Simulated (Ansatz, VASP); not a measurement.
# Ba2CaBe2: VASP beside Ansatz

```
Ba Ca Be
1.0
     4.62801    0.00000    0.00000
     0.00000    4.62801    0.00000
     0.00000    0.00000   11.42036
Ba Ca Be
4 2 4
Direct
  0.25000 0.25000 0.36800
  0.75000 0.75000 0.63200
  0.75000 0.25000 0.00000
  0.25000 0.75000 0.00000
  0.25000 0.25000 0.74900
  0.75000 0.75000 0.25100
  0.25000 0.25000 0.10800
  0.75000 0.75000 0.89200
  0.75000 0.25000 0.50000
  0.25000 0.75000 0.50000
```

Alike in both runs: task single point; functional PBE; k mesh 5 × 5 × 2; occupations gaussian, width 0.013 eV; no spin polarisation.

```csv
,VASP,Ansatz
version,VASP 6.6.1,Ansatz 0.2.0
potentials or method,"VASP PAW PBE potentials, release 64 (Ba_sv, Ca_sv, Be), cutoff 520 eV",PAW plane waves
valence electrons in the cell,68,68
```

VASP gave:

* gap on the k mesh at the Fermi level (eV): none
* pressure (GPa): 13.7
* rms of the force components (eV/Å): 0.801

Task: What did Ansatz give for the same quantities?

Result: gap on the k mesh at the Fermi level (eV): none; pressure (GPa): 12.9; rms of the force components (eV/Å): 0.779.

A gap of «none» marks a metal or a gap that the smearing closes.

Neither program's run includes spin-orbit coupling.
